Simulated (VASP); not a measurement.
# HgTe (I-4m2) in VASP: a series of runs

The runs below take HgTe through single point, with r2SCAN.

Everything below comes from runs of VASP 6.6.1. Logs are shortened: lines on timing, memory, paths and dates and some standing lists are left out, and cuts for length are marked.

## Step 1: The cell of the first run

The structure is tetragonal, space group I-4m2 (No. 119). Conventional cell: a = 5.967 Å, b = 5.967 Å, c = 3.055 Å, α = 90.00°, β = 90.00°, γ = 90.00°. Within 4.0 Å of Hg (site symmetry -4m2) lie 2 Hg at 3.06 Å and 8 Te at 3.08 to 3.76 Å. Within 4.0 Å of Te (site symmetry -4m2) lie 2 Te at 3.06 Å and 8 Hg at 3.08 to 3.76 Å.

## Step 2: Single point, r2SCAN

Contents of POSCAR:

```
HgTe
1.0
   -2.9834303915      2.9834303915      1.5275763738
    2.9834303915     -2.9834303915      1.5275763738
    2.9834303915      2.9834303915     -1.5275763738
Hg Te
1 1
Direct
    0.2500000000      0.7500000000      0.5000000000
    0.0000000000      0.0000000000      0.0000000000
```

Contents of INCAR.step1:

```
SYSTEM = HgTe
PREC = Accurate
ENCUT = 520
ISMEAR = -1
SIGMA = 0.1
LREAL = .False.
LASPH = .True.
NELM = 60
NBANDS = 16
GGA = PE
ALGO = Normal
EDIFF = 1E-4
LWAVE = .True.
LCHARG = .False.
```

Contents of INCAR.step2:

```
SYSTEM = HgTe
PREC = Accurate
ENCUT = 520
EDIFF = 1E-7
ISMEAR = -1
SIGMA = 0.1
LREAL = .False.
LASPH = .True.
NELM = 60
ALGO = Normal
ISIF = 2
LWAVE = .False.
LCHARG = .False.
METAGGA = R2SCAN
LMIXTAU = .True.
NBANDS = 16
ISTART = 1
```

Contents of KPOINTS:

```
regular mesh
0
Gamma
  8 8 8
  0 0 0
```

Potentials or basis: VASP PAW PBE potentials, release 64 (Hg, Te).

Run with:

```bash
$ cat potpaw_PBE.64/Hg/POTCAR potpaw_PBE.64/Te/POTCAR > POTCAR
$ cp INCAR.step1 INCAR
$ mpirun -np 1 vasp_std > vasp.out
$ cp INCAR.step2 INCAR
$ mpirun -np 1 vasp_std > vasp.out
```

OUTCAR:

```text
SYSTEM = HgTe
   PREC = Accurate
   ENCUT = 520
   EDIFF = 1E-7
   ISMEAR = -1
   LREAL = .False.
   LASPH = .True.
   NELM = 60
   ISIF = 2
   METAGGA = R2SCAN
   ISTART = 1

 ion  position               nearest neighbor table
   1  0.250  0.750  0.500-   2 3.08   2 3.08   2 3.08   2 3.08   2 3.76   2 3.76   2 3.76   2 3.76

   2  0.000  0.000  0.000-   1 3.08   1 3.08   1 3.08   1 3.08   1 3.76   1 3.76   1 3.76   1 3.76

  LATTYP: Found a body centered tetragonal cell.
 ALAT       =     5.9668607830
 C/A-ratio  =     0.5120201156

  Lattice vectors:

 A1 = (  -2.9834303915,   2.9834303915,   1.5275763738)
 A2 = (   2.9834303915,  -2.9834303915,   1.5275763738)
 A3 = (   2.9834303915,   2.9834303915,  -1.5275763738)

Analysis of symmetry for initial positions (statically):
=====================================================================
 Subroutine PRICEL returns:
 Original cell was already a primitive cell.

 Routine SETGRP: Setting up the symmetry group for a
 body centered tetragonal supercell.

 Subroutine GETGRP returns: Found  8 space group operations
 (whereof  8 operations were pure point group operations)
 out of a pool of 16 trial point group operations.

The static configuration has the point symmetry D_2d.

Analysis of symmetry for dynamics (positions and initial velocities):
=====================================================================
 Subroutine PRICEL returns:
 Original cell was already a primitive cell.

 Routine SETGRP: Setting up the symmetry group for a
 body centered tetragonal supercell.

 Subroutine GETGRP returns: Found  8 space group operations
 (whereof  8 operations were pure point group operations)
 out of a pool of 16 trial point group operations.

The dynamic configuration has the point symmetry D_2d.

 Subroutine INISYM returns: Found  8 space group operations
 (whereof  8 operations are pure point group operations),
 and found     1 'primitive' translations

----------------------------------------------------------------------------------------

                                     Primitive cell

  volume of cell :      54.3870

  direct lattice vectors                    reciprocal lattice vectors
    -2.983430391  2.983430391  1.527576374     0.000000000  0.167592313  0.327315877
     2.983430391 -2.983430391  1.527576374     0.167592313  0.000000000  0.327315877
     2.983430391  2.983430391 -1.527576374     0.167592313  0.167592313  0.000000000

  length of vectors
     4.487226691  4.487226691  4.487226691     0.367726619  0.367726619  0.237011322

  position of ions in fractional coordinates (direct lattice)
     0.250000000  0.750000000  0.500000000
     0.000000000  0.000000000  0.000000000

  ion indices of the primitive-cell ions
   primitive index   ion index
                 1           1
                 2           2

----------------------------------------------------------------------------------------

 KPOINTS: regular mesh

Automatic generation of k-mesh.
 Grid dimensions read from file:
 generate k-points for:    8    8    8

 Generating k-lattice:

  Cartesian coordinates                     Fractional coordinates (reciprocal lattice)
     0.000000000  0.020949039  0.040914485     0.125000000 -0.000000000  0.000000000
     0.020949039  0.000000000  0.040914485    -0.000000000  0.125000000  0.000000000
     0.020949039  0.020949039  0.000000000     0.000000000  0.000000000  0.125000000

  Length of vectors
     0.045965827  0.045965827  0.029626415

  Shift w.r.t. Gamma in fractional coordinates (k-lattice)
     0.000000000  0.000000000  0.000000000

 Subroutine IBZKPT returns following result:
 ===========================================

 Found     59 irreducible k-points:

 Following reciprocal coordinates:
            Coordinates               Weight
  0.000000  0.000000  0.000000      1.000000
  0.125000  0.000000 -0.000000      8.000000
  0.250000  0.000000 -0.000000      8.000000
  0.375000  0.000000  0.000000      8.000000
  0.500000  0.000000 -0.000000      4.000000
  0.125000  0.125000 -0.000000      8.000000
[... 16 lines left out ...]
  0.250000  0.125000  0.125000     16.000000
  0.375000  0.125000  0.125000      8.000000
 [... further k-points ...]
   k-points           NKPTS =     59   k-points in BZ     NKDIM =     59   number of bands    NBANDS=     16
   number of dos      NEDOS =    301   number of ions     NIONS =      2
   total plane-waves  NPLWV =  46656
   dimension x,y,z NGX =    36 NGY =   36 NGZ =   36
   dimension x,y,z NGXF=    72 NGYF=   72 NGZF=   72
   ions per type =               1   1
   NGX,Y,Z   is equivalent  to a cutoff of  13.34, 13.34, 13.34 a.u.
   NGXF,Y,Z  is equivalent  to a cutoff of  26.68, 26.68, 26.68 a.u.
 SYSTEM =  HgTe
   PREC   = accura    normal or accurate (medium, high low for compatibility)
   ISTART =      1    job   : 0-new  1-cont  2-samecut
   ICHARG =      0    charge: 1-file 2-atom 10-const
   ISPIN  =      1    spin polarized calculation?
   LNONCOLLINEAR =      F non collinear calculations
   LSORBIT =      F    spin-orbit coupling
   LASPH  =      T    aspherical Exc in radial PAW
   ENCUT  =  520.0 eV  38.22 Ry    6.18 a.u.   8.34  8.34  8.34*2*pi/ulx,y,z
   NELM   =     60;   NELMIN=  2; NELMDL=  0     # of ELM steps
   EDIFF  = 0.1E-06   stopping-criterion for ELM
   LREAL  =      F    real-space projection
   EDIFFG = 0.1E-05   stopping-criterion for IOM
   NSW    =      0    number of steps for IOM
   IBRION =     -1    ionic relax: 0-MD 1-quasi-New 2-CG
   NFREE  =      0    steps in history (QN), initial steepest desc. (CG)
   ISIF   =      2    stress and relaxation
   ISYM   =      2    0-nonsym 1-usesym 2-fastsym
   POTIM  = 0.5000    time-step for ionic-motion
   TEBEG  =    0.0;   TEEND  =   0.0 temperature during run
   PSTRESS=    0.0 pullay stress
   NELECT =      18.0000    total number of electrons
   NUPDOWN=      -1.0000    fix difference up-down
   EMIN   =  10.00;   EMAX   =-10.00  energy-range for DOS
   EFERMI =   0.00;   METHOD = LEGACY
   ISMEAR =    -1;   SIGMA  =   0.10  broadening in eV -4-tet -1-fermi 0-gaus
   EFERMI_NEDOS =   21; number of points for ismear=-14 and -15
   IALGO  =     38    algorithm
   IMIX   =      4    mixing-type and parameters
     AMIX     =   0.40;   BMIX     =  1.00
[... 39 lines left out ...]
      3      -2.2786      2.00000
      4      -2.1957      2.00000
      5      -1.7046      2.00000
      6      -1.7046      2.00000
[... 8 lines left out ...]
     15      15.7211      0.00000
     16      17.4232      0.00000

 k-point     2 :       0.1250    0.0000   -0.0000
  band No.  band energies     occupation
      1      -8.1330      2.00000
      2      -2.8222      2.00000
      3      -2.2437      2.00000
      4      -2.2220      2.00000
      5      -1.8505      2.00000
      6      -1.8443      2.00000
[... 8 lines left out ...]
     15      15.6824      0.00000
     16      15.7994      0.00000

 k-point     3 :       0.2500    0.0000   -0.0000
  band No.  band energies     occupation
      1      -7.3282      2.00000
      2      -2.3102      2.00000
      3      -2.2509      2.00000
      4      -2.1625      2.00000
      5      -2.1027      2.00000
      6      -2.0715      2.00000
[... 8 lines left out ...]
     15      14.3100      0.00000
     16      15.3872      0.00000

 k-point     4 :       0.3750    0.0000    0.0000
  band No.  band energies     occupation
      1      -6.2003      2.00000
      2      -2.5095      2.00000
      3      -2.4012      2.00000
      4      -2.2226      2.00000
      5      -1.9976      2.00000
      6      -1.6534      2.00000
[... 8 lines left out ...]
     15      13.4232      0.00000
     16      17.0874      0.00000

 k-point     5 :       0.5000    0.0000   -0.0000
  band No.  band energies     occupation
      1      -5.5057      2.00000
      2      -2.6212      2.00000
      3      -2.4519      2.00000
      4      -2.1534      2.00000
      5      -1.9524      2.00000
      6      -1.7248      2.00000
[... 8 lines left out ...]
     15      15.5185      0.00000
     16      16.0595      0.00000

 k-point     6 :       0.1250    0.1250   -0.0000
  band No.  band energies     occupation
      1      -7.3927      2.00000
      2      -2.2809      2.00000
      3      -2.2228      2.00000
      4      -2.1567      2.00000
      5      -2.1352      2.00000
      6      -2.0861      2.00000
[... 8 lines left out ...]
     15      14.1597      0.00000
     16      14.3647      0.00000

 k-point     7 :       0.2500    0.1250    0.0000
  band No.  band energies     occupation
      1      -6.2844      2.00000
      2      -2.5188      2.00000
      3      -2.4407      2.00000
      4      -2.2099      2.00000
      5      -2.0205      2.00000
      6      -1.5729      2.00000
[... 8 lines left out ...]
     15      13.8258      0.00000
     16      15.5008      0.00000

 k-point     8 :       0.3750    0.1250    0.0000
  band No.  band energies     occupation
      1      -5.5045      2.00000
      2      -2.6562      2.00000
      3      -2.4851      2.00000
      4      -2.1403      2.00000
      5      -1.9596      2.00000
      6      -1.6068      2.00000
[... 8 lines left out ...]
     15      14.9687      0.00000
     16      16.0774      0.00000

 k-point     9 :       0.5000    0.1250   -0.0000
  band No.  band energies     occupation
      1      -6.0733      2.00000
      2      -2.5306      2.00000
      3      -2.3708      2.00000
      4      -2.1691      2.00000
      5      -1.9746      2.00000
      6      -1.7520      2.00000
[... 8 lines left out ...]
     15      14.6757      0.00000
     16      16.4484      0.00000
[... 172 lines left out ...]
 k-point    19 :       0.5000    0.3750   -0.0000
  band No.  band energies     occupation
      1      -7.5869      2.00000
      2      -2.8518      2.00000
      3      -2.5651      2.00000
      4      -2.4743      2.00000
      5      -1.8202      2.00000
      6      -1.7477      2.00000
[... 8 lines left out ...]
     15      16.8114      0.00000
     16      17.4835      0.00000

 k-point    20 :      -0.3750    0.3750    0.0000
  band No.  band energies     occupation
      1      -7.9031      2.00000
      2      -3.1263      2.00000
      3      -2.5424      2.00000
      4      -2.5370      2.00000
      5      -1.6997      2.00000
      6      -1.6467      2.00000
[... 8 lines left out ...]
     15      16.3716      0.00000
     16      18.3463      0.00000

 k-point    21 :       0.5000    0.5000   -0.0000
  band No.  band energies     occupation
      1      -7.7940      2.00000
      2      -3.1548      2.00000
      3      -2.6989      2.00000
      4      -2.5917      2.00000
      5      -1.6726      2.00000
      6      -1.6387      2.00000
[... 8 lines left out ...]
     15      16.4098      0.00000
     16      16.7504      0.00000

 k-point    22 :       0.1250    0.1250    0.1250
  band No.  band energies     occupation
      1      -7.2080      2.00000
      2      -2.3680      2.00000
      3      -2.2709      2.00000
      4      -2.1639      2.00000
      5      -2.1266      2.00000
      6      -2.0139      2.00000
[... 8 lines left out ...]
     15      14.0255      0.00000
     16      14.9664      0.00000

 k-point    23 :       0.2500    0.1250    0.1250
  band No.  band energies     occupation
      1      -6.1185      2.00000
      2      -2.5302      2.00000
      3      -2.3731      2.00000
      4      -2.2110      2.00000
      5      -2.0033      2.00000
      6      -1.7102      2.00000
[... 8 lines left out ...]
     15      13.8093      0.00000
     16      15.3450      0.00000

 k-point    24 :       0.3750    0.1250    0.1250
  band No.  band energies     occupation
      1      -5.4579      2.00000
      2      -2.6732      2.00000
      3      -2.3888      2.00000
      4      -2.1212      2.00000
      5      -1.9758      2.00000
      6      -1.6991      2.00000
[... 8 lines left out ...]
     15      14.3614      0.00000
     16      15.2427      0.00000

 [... further k-points ...]

------------------------ aborting loop because EDIFF is reached ----------------------------------------

  FORCE on cell =-STRESS in cart. coord.  units (eV):
  Direction    XX          YY          ZZ          XY          YZ          ZX
  --------------------------------------------------------------------------------------
  -------------------------------------------------------------------------------------
  Total        0.3903503      0.3903503      1.0199808      0.0000000      0.0000000      0.0000000
  in kB       11.4992713     11.4992713     30.0474658      0.0000000      0.0000000      0.0000000
  external PRESSURE =      17.6820028 kB  Pullay stress =       0.0000000 kB

 VOLUME and BASIS-vectors are now :
 -----------------------------------------------------------------------------
  energy-cutoff  :      520.00
  volume of cell :       54.39
      direct lattice vectors                 reciprocal lattice vectors
    -2.983430391  2.983430391  1.527576374     0.000000000  0.167592313  0.327315877
     2.983430391 -2.983430391  1.527576374     0.167592313  0.000000000  0.327315877
     2.983430391  2.983430391 -1.527576374     0.167592313  0.167592313  0.000000000

 POSITION                                       TOTAL-FORCE (eV/Angst)
 -----------------------------------------------------------------------------------
      2.98343      0.00000      0.76379        -0.000000      0.000000      0.000000
      0.00000      0.00000      0.00000         0.000000     -0.000000     -0.000000
 -----------------------------------------------------------------------------------
    total drift:                                0.000000     -0.000000     -0.000000

  FREE ENERGIE OF THE ION-ELECTRON SYSTEM (eV)
  ---------------------------------------------------
  free  energy   TOTEN  =       -74.8013699253 eV

  energy  without entropy=      -74.7848562458  energy(sigma->0) =      -74.79311309
```

Run time: 5.8 min. Hardware: 1 thread of Intel Xeon 8259CL, shared host; peak memory 0.25 GiB.

What came out:

* Free energy: -74.8014 eV
* Pressure: 1.8 GPa
* Band gap on the k mesh: zero (bands 9 and 10 overlap by 3.39 eV)

Levels at points of the mesh, in eV from the Fermi level:
```csv
k point,band 7,band 8,band 9,band 10,band 11,band 12
"(0.00, 0.00, 0.00)",-3.52,-2.92,-2.92,3.90,4.81,7.46
"(0.50, 0.00, 0.00)",-5.15,-2.24,-1.41,-0.14,3.51,3.94
"(0.50, 0.50, 0.00)",-6.69,-1.13,1.68,2.15,3.00,3.72
"(0.50, 0.50, 0.50)",-4.97,-4.97,-4.79,3.50,7.70,8.92
```

Caveat: the PAW data sets were made with another functional, which shifts forces and pressure a little; spin-orbit coupling is left out, which moves the levels of the heavy elements.

## Step 3: Single point, r2SCAN

This run uses another cell than the first one, of 27.77 Å³/atom.

Contents of POSCAR:

```
HgTe
1.0
   -3.0044411569      3.0044411569      1.5383343083
    3.0044411569     -3.0044411569      1.5383343083
    3.0044411569      3.0044411569     -1.5383343083
Hg Te
1 1
Direct
    0.2500000000      0.7500000000      0.5000000000
    0.0000000000      0.0000000000      0.0000000000
```

Contents of INCAR.step1:

```
SYSTEM = HgTe
  PREC = Accurate
  ENCUT = 520
  ISMEAR = -1
  SIGMA = 0.1
  LREAL = .False.
  LASPH = .True.
  NELM = 80
  NBANDS = 16
  GGA = PE
  ALGO = Normal
  EDIFF = 1E-4
  LWAVE = .True.
  LCHARG = .False.
```

Contents of INCAR.step2:

```
SYSTEM = HgTe
  PREC = Accurate
  ENCUT = 520
  EDIFF = 1E-6
  ISMEAR = -1
  SIGMA = 0.1
  LREAL = .False.
  LASPH = .True.
  NELM = 80
  ALGO = Normal
  ISIF = 2
  LWAVE = .False.
  LCHARG = .True.
  METAGGA = R2SCAN
  LMIXTAU = .True.
  LELF = .True.
  LVHAR = .True.
  NBANDS = 16
  ISTART = 1
```

Contents of KPOINTS:

```
Automatic mesh
0
Gamma
  8 8 8
  0 0 0
```

Potentials or basis: VASP PAW PBE potentials, release 64 (Hg, Te).

Run with:

```bash
$ cat potpaw_PBE.64/Hg/POTCAR potpaw_PBE.64/Te/POTCAR > POTCAR
$ cp INCAR.step1 INCAR
$ mpirun -np 1 vasp_std > vasp.out
$ cp INCAR.step2 INCAR
$ mpirun -np 1 vasp_std > vasp.out
```

It took 4.3 min on 1 thread of Intel Xeon 8259CL, shared host; peak memory 0.25 GiB.

The run converged. Its results:

| Property | Result |
| --- | --- |
| Free energy | -74.8102 eV |
| Pressure | 0.6 GPa |
| Band gap on the k mesh | zero (bands 9 and 10 overlap by 3.29 eV) |

Stress tensor (GPa, compression positive):
```
0.10 0.00 0.00
0.00 0.10 0.00
0.00 0.00 1.61
```

Levels at points of the mesh, in eV from the Fermi level:
```tsv
k point	band 7	band 8	band 9	band 10	band 11	band 12
(0.00, 0.00, 0.00)	-3.50	-2.83	-2.83	3.79	4.84	7.40
(0.50, 0.00, 0.00)	-5.06	-2.20	-1.36	-0.11	3.46	3.99
(0.50, 0.50, 0.00)	-6.59	-1.12	1.61	2.19	3.00	3.67
(0.50, 0.50, 0.50)	-4.83	-4.83	-4.70	3.40	7.68	8.78
```

Caveat: the PAW data sets were made with another functional, which shifts forces and pressure a little; spin-orbit coupling is left out, which moves the levels of the heavy elements.

## Step 4: Single point, r2SCAN

This run uses another cell than the first one, of 28.35 Å³/atom.

Contents of POSCAR:

```
HgTe
1.0
   -3.0251620955      3.0251620955      1.5489438457
    3.0251620955     -3.0251620955      1.5489438457
    3.0251620955      3.0251620955     -1.5489438457
Hg Te
1 1
Direct
    0.2500000000      0.7500000000      0.5000000000
    0.0000000000      0.0000000000      0.0000000000
```

Contents of INCAR.step1:

```
SYSTEM = HgTe
PREC = Accurate
ENCUT = 520
ISMEAR = -1
SIGMA = 0.1
LREAL = .False.
LASPH = .True.
NELM = 80
NBANDS = 16
GGA = PE
ALGO = Normal
EDIFF = 1E-4
LWAVE = .True.
LCHARG = .False.
```

Contents of INCAR.step2:

```
SYSTEM = HgTe
PREC = Accurate
ENCUT = 520
EDIFF = 1E-6
ISMEAR = -1
SIGMA = 0.1
LREAL = .False.
LASPH = .True.
NELM = 80
ALGO = Normal
ISIF = 2
LWAVE = .False.
LCHARG = .True.
METAGGA = R2SCAN
LMIXTAU = .True.
LELF = .True.
LVHAR = .True.
NBANDS = 16
ISTART = 1
```

Contents of KPOINTS:

```
regular mesh
0
Gamma
  8 8 8
  0 0 0
```

Run with:

```bash
$ cat potpaw_PBE.64/Hg/POTCAR potpaw_PBE.64/Te/POTCAR > POTCAR
$ cp INCAR.step1 INCAR
$ mpirun -np 1 vasp_std > vasp.out
$ cp INCAR.step2 INCAR
$ mpirun -np 1 vasp_std > vasp.out
```

It took 4.4 min on 1 thread of Intel Xeon 8259CL, shared host; peak memory 0.25 GiB.

It converged, with:

```yaml
Free_energy: -74.8111 eV
Pressure: -0.4 GPa
Band_gap_on_the_k_mesh: zero (bands 9 and 10 overlap by 3.18 eV)
```

Stress tensor (GPa, compression positive):
```
-0.81  0.00  0.00
 0.00 -0.81  0.00
 0.00  0.00  0.38
```

Levels at points of the mesh, in eV from the Fermi level:
```csv
k point,band 7,band 8,band 9,band 10,band 11,band 12
"(0.00, 0.00, 0.00)",-3.49,-2.75,-2.75,3.68,4.87,7.34
"(0.50, 0.00, 0.00)",-4.97,-2.17,-1.32,-0.08,3.41,4.03
"(0.50, 0.50, 0.00)",-6.50,-1.11,1.55,2.23,3.00,3.64
"(0.50, 0.50, 0.50)",-4.68,-4.68,-4.61,3.32,7.66,8.64
```

Caveat: the PAW data sets were made with another functional, which shifts forces and pressure a little; spin-orbit coupling is left out, which moves the levels of the heavy elements.

## Step 5: Overview

```csv
cell,gap on the mesh (eV),pressure (GPa)
"a = 4.487 Å, angles 96.7, 96.7, 140.2°, 2 atoms",none,1.8
"a = 4.519 Å, angles 96.7, 96.7, 140.2°, 2 atoms",none,0.6
"a = 4.550 Å, angles 96.7, 96.7, 140.2°, 2 atoms",none,-0.4
```

Alike in all rows: task single point; level r2SCAN; potentials or basis VASP PAW PBE potentials, release 64 (Hg, Te); no spin polarisation; k mesh 8 × 8 × 8; cutoff (eV) 520; smearing fermi-dirac 0.1 eV.

Caveats: the PAW data sets were made with another functional, which shifts forces and pressure a little; spin-orbit coupling is left out, which moves the levels of the heavy elements.

Total energies depend on the potentials used, so only differences within one code and one set of settings carry meaning.
